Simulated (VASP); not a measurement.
Write the native input for VASP 6.6.1 that does the following.

| Item | Value |
| --- | --- |
| Task | single point |
| Functional | PBE |
| Potentials or basis | VASP PAW PBE potentials, release 64 (Cd, Hg, Se) |
| Cutoff | 520 eV |
| k mesh | 8 × 8 × 4 |
| Occupations | gaussian, width 0.02 eV |
| Spin | no spin polarisation |
| Dipole correction | no |
| Further INCAR settings | ALGO = Normal; EDIFF = 1e-06; NBANDS = 36 |

The structure of Cd2HgSe3 lies in POSCAR:

```
Cd2HgSe3
1.0
    3.9047559059     -2.1847140326     -0.0492253309
    3.9047559059      2.1847140326     -0.0492253309
   -1.1630926972      0.0000000000     10.1538571173
Cd Hg Se
2 1 3
Direct
    0.4087567342     -0.0003441053      0.3379497279
    1.0003441053      0.5912432658      0.6620502721
    0.6918916800      0.3081083200      0.0000000000
    0.4658648758      0.0414828772      0.8158019099
    0.4746254819      0.5253745181      0.5000000000
    0.9585171228      0.5341351242      0.1841980901
```

The input as run:

INCAR

```
SYSTEM = Cd2HgSe3
  PREC = Accurate
  ENCUT = 520
  EDIFF = 1E-6
  ISMEAR = 0
  SIGMA = 0.02
  LREAL = .False.
  LASPH = .True.
  NELM = 60
  ALGO = Normal
  ISIF = 2
  LWAVE = .False.
  LCHARG = .True.
  GGA = PE
  LELF = .True.
  LVHAR = .True.
  NBANDS = 36
```

KPOINTS

```
Automatic mesh
0
Gamma
  8 8 4
  0 0 0
```

Potentials or basis: VASP PAW PBE potentials, release 64 (Cd, Hg, Se).

Command:

```console
$ cat potpaw_PBE.64/Cd/POTCAR potpaw_PBE.64/Hg/POTCAR potpaw_PBE.64/Se/POTCAR > POTCAR
$ mpirun -np 1 vasp_std > vasp.out
```

Results of the run:

```json
{"Pressure": "-1.2 GPa", "Largest force": "0.072 eV/Å", "Band gap on the k mesh": "0.66 eV (least direct gap 0.72 eV)"}
```

Caveat: spin-orbit coupling is left out, which moves the levels of the heavy elements.

It took 4 min on 1 thread of Intel(R) Xeon(R) 6975P-C (Granite Rapids), on a shared host, peak memory 0.63 GiB.
